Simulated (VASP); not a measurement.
# SnSe2 (P1) in VASP: single point with PBEsol

Aim: the single point of SnSe2 with PBEsol.

All numbers are computed with VASP 6.6.1; they aren't measurements. Logs are shortened: lines on timing, memory, paths and dates and some standing lists are left out, and cuts for length are marked.

### Step 1. The cell of the first run

The typed cell holds 3 atoms: a = 3.811 Å, b = 3.811 Å, c = 6.137 Å, α = 90.00°, β = 90.00°, γ = 120.00°.

### Step 2. Single point, PBEsol (atom 2 (Se) moved by (-0.600, -0.600) A along x and z)

The input, INCAR:

```
SYSTEM = SnSe2
PREC = Accurate
ENCUT = 520
EDIFF = 1E-7
ISMEAR = 0
SIGMA = 0.05
LREAL = .FALSE.
LASPH = .TRUE.
NELM = 60
ALGO = Normal
ISIF = 2
LWAVE = .FALSE.
LCHARG = .FALSE.
GGA = PS
NBANDS = 20
```

The input, KPOINTS:

```
Automatic mesh
0
G
  12 12 6
  0 0 0
```

The input, POSCAR:

```
SnSe2
1.0
    3.8109987816      0.0000000000      0.0000000000
   -1.9054993908      3.3004217586      0.0000000000
    0.0000000000      0.0000000000      6.1370000000
Sn Se
1 2
Direct
    0.0000000000      0.0000000000      0.0000000000
    0.1758942906      0.6666666667      0.1522323611
    0.6666666667      0.3333333333      0.7500000000
```

Potentials or basis: VASP PAW PBE potentials, release 64 (Sn_d, Se).

Command:

```
> cat potpaw_PBE.64/Sn_d/POTCAR potpaw_PBE.64/Se/POTCAR > POTCAR
> mpirun -np 1 vasp_std > vasp.out
```

OUTCAR:

```text
SYSTEM = SnSe2
   PREC = Accurate
   ENCUT = 520
   EDIFF = 1E-7
   ISMEAR = 0
   LREAL = .FALSE.
   LASPH = .TRUE.
   NELM = 60
   ISIF = 2
   GGA = PS

 ion  position               nearest neighbor table
   1  0.000  0.000  0.000-   2 1.95   2 2.46   3 2.68   3 2.68   3 2.68   2 2.89
   2  0.176  0.667  0.152-   1 1.95   1 2.46   1 2.89
   3  0.667  0.333  0.750-   1 2.68   1 2.68   1 2.68

  LATTYP: Found a hexagonal cell.
 ALAT       =     3.8109987816
 C/A-ratio  =     1.6103390087

  Lattice vectors:

 A1 = (   3.8109987816,   0.0000000000,   0.0000000000)
 A2 = (  -1.9054993908,   3.3004217586,   0.0000000000)
 A3 = (   0.0000000000,   0.0000000000,   6.1370000000)

Analysis of symmetry for initial positions (statically):
=====================================================================
 Subroutine PRICEL returns:
 Original cell was already a primitive cell.

 Routine SETGRP: Setting up the symmetry group for a
 hexagonal supercell.

 Subroutine GETGRP returns: Found  1 space group operations
 (whereof  1 operations were pure point group operations)
 out of a pool of 24 trial point group operations.

The static configuration has the point symmetry C_1 .

Analysis of symmetry for dynamics (positions and initial velocities):
=====================================================================
 Subroutine PRICEL returns:
 Original cell was already a primitive cell.

 Routine SETGRP: Setting up the symmetry group for a
 hexagonal supercell.

 Subroutine GETGRP returns: Found  1 space group operations
 (whereof  1 operations were pure point group operations)
 out of a pool of 24 trial point group operations.

The dynamic configuration has the point symmetry C_1 .

 Subroutine INISYM returns: Found  1 space group operations
 (whereof  1 operations are pure point group operations),
 and found     1 'primitive' translations

----------------------------------------------------------------------------------------

                                     Primitive cell

  volume of cell :      77.1906

  direct lattice vectors                    reciprocal lattice vectors
     3.810998782  0.000000000  0.000000000     0.262398405  0.151495789  0.000000000
    -1.905499391  3.300421759  0.000000000     0.000000000  0.302991579  0.000000000
     0.000000000  0.000000000  6.137000000     0.000000000  0.000000000  0.162946065

  length of vectors
     3.810998782  3.810998782  6.137000000     0.302991579  0.302991579  0.162946065

  position of ions in fractional coordinates (direct lattice)
[... 81 lines left out ...]
   EDIFF  = 0.1E-06   stopping-criterion for ELM
   LREAL  =      F    real-space projection
   EDIFFG = 0.1E-05   stopping-criterion for IOM
   NSW    =      0    number of steps for IOM
   IBRION =     -1    ionic relax: 0-MD 1-quasi-New 2-CG
   NFREE  =      0    steps in history (QN), initial steepest desc. (CG)
   ISIF   =      2    stress and relaxation
   ISYM   =      2    0-nonsym 1-usesym 2-fastsym
   POTIM  = 0.5000    time-step for ionic-motion
   TEBEG  =    0.0;   TEEND  =   0.0 temperature during run
   PSTRESS=    0.0 pullay stress
   NELECT =      26.0000    total number of electrons
   NUPDOWN=      -1.0000    fix difference up-down
   EMIN   =  10.00;   EMAX   =-10.00  energy-range for DOS
   EFERMI =   0.00;   METHOD = LEGACY
   ISMEAR =     0;   SIGMA  =   0.05  broadening in eV -4-tet -1-fermi 0-gaus
   EFERMI_NEDOS =   21; number of points for ismear=-14 and -15
   IALGO  =     38    algorithm
   IMIX   =      4    mixing-type and parameters
     AMIX     =   0.40;   BMIX     =  1.00
     AMIX_MAG =   1.60;   BMIX_MAG =  1.00
  volume/ion in A,a.u.               =      25.73       173.64
  Fermi-wavevector in a.u.,A,eV,Ry     =   1.139054  2.152501 17.652812  1.297445
  Thomas-Fermi vector in A             =   2.275758
   LORBIT       =      0    0 simple, 1 ext, 2 COOP (PROOUT), +10 PAW based schemes
   GGA     = PS    functional components
   LHFCALC =     F    Hartree Fock is set to
   AEXX    =    0.0000 exact exchange contribution
   IVDW    =     0    specifies the selected vdW correction
   LEPSILON=     F    determine dielectric tensor
   LRPA    =     F    only Hartree local field effects (RPA)
 non-spin polarized calculation
 Gauss-broadening in eV      SIGMA  =   0.05
  energy-cutoff  :      520.00
  volume of cell :       77.19
 maximum number of plane-waves:      2109
   NGX = 15   NGY = 15   NGZ = 23

 number of electron      26.0000006 magnetization

 Free energy of the ion-electron system (eV)
  ---------------------------------------------------
  ext. energy  EPLUGINS =         0.00000000
  ---------------------------------------------------
  free energy    TOTEN  =        -7.49171772 eV

  energy without entropy =       -7.49114807  energy(sigma->0) =       -7.49143289

 E-fermi :   4.5739     XC(G=0):  -9.3441

 val. band max:        4.5712981621   @ k =   0.5000  -0.0000   0.3333
 cond. band min:       4.5745488719   @ k =   0.5000  -0.0000   0.5000
 fundamental gap:      0.0032507098
 Fermi energy:         4.5739088602

 k-point     1 :       0.0000    0.0000    0.0000
  band No.  band energies     occupation
      1     -18.7031      2.00000
      2     -18.0841      2.00000
      3     -17.9886      2.00000
      4     -17.8112      2.00000
      5     -17.7824      2.00000
      6     -11.6022      2.00000
[... 541 lines left out ...]
     19      11.9364      0.00000
     20      12.8916      0.00000

 [... further k-points ...]

------------------------ aborting loop because EDIFF is reached ----------------------------------------

  FORCE on cell =-STRESS in cart. coord.  units (eV):
  Direction    XX          YY          ZZ          XY          YZ          ZX
  --------------------------------------------------------------------------------------
  -------------------------------------------------------------------------------------
  Total       17.4516026     18.1276864     15.1733204    -11.6494355     -6.3599627     12.9540954
  in kB      362.2275863    376.2604649    314.9392838   -241.7971011   -132.0081601    268.8767810
  external PRESSURE =     351.1424450 kB  Pullay stress =       0.0000000 kB

 VOLUME and BASIS-vectors are now :
 -----------------------------------------------------------------------------
  energy-cutoff  :      520.00
  volume of cell :       77.19
      direct lattice vectors                 reciprocal lattice vectors
     3.810998782  0.000000000  0.000000000     0.262398405  0.151495789  0.000000000
    -1.905499391  3.300421759  0.000000000     0.000000000  0.302991579  0.000000000
     0.000000000  0.000000000  6.137000000     0.000000000  0.000000000  0.162946065

 POSITION                                       TOTAL-FORCE (eV/Angst)
 -----------------------------------------------------------------------------------
      0.00000      0.00000      0.00000       -11.730797      8.863358    -10.721275
     -0.60000      2.20028      0.93425        12.588137     -8.086712     12.897723
      1.90550      1.10014      4.60275        -0.857340     -0.776645     -2.176448
 -----------------------------------------------------------------------------------
    total drift:                               -0.000023      0.000025     -0.000057

  FREE ENERGIE OF THE ION-ELECTRON SYSTEM (eV)
  ---------------------------------------------------
  free  energy   TOTEN  =        -7.4917177163 eV

  energy  without entropy=       -7.4911480713  energy(sigma->0) =       -7.49143289
```

Wall time 13 min (1 thread of AMD EPYC 7R43 (Zen 3), shared host); peak memory 0.65 GiB.

What came out:

| Item | Value |
| --- | --- |
| Free energy | -7.4917 eV |
| Pressure | 35.1 GPa |
| Largest force | 19.754 eV/Å |
| Band gap on the k mesh | 0.02 eV (least direct gap 0.52 eV) |

Forces on the atoms (eV/Å):
```
Sn  -11.731   8.863 -10.721
Se   12.588  -8.087  12.898
Se   -0.857  -0.777  -2.176
```

Caveat: the cell differs from its parent crystal (atom 2 (Se) moved by (-0.600, -0.600) A along x and z); the stress differs along the axes, from 31 to 38 GPa; semilocal functionals underestimate gaps, and a narrow one can read as zero; the PAW data sets were made with another functional, which shifts forces and pressure a little; spin-orbit coupling is left out, which moves the levels of the heavy elements. A k mesh can miss the band edges.
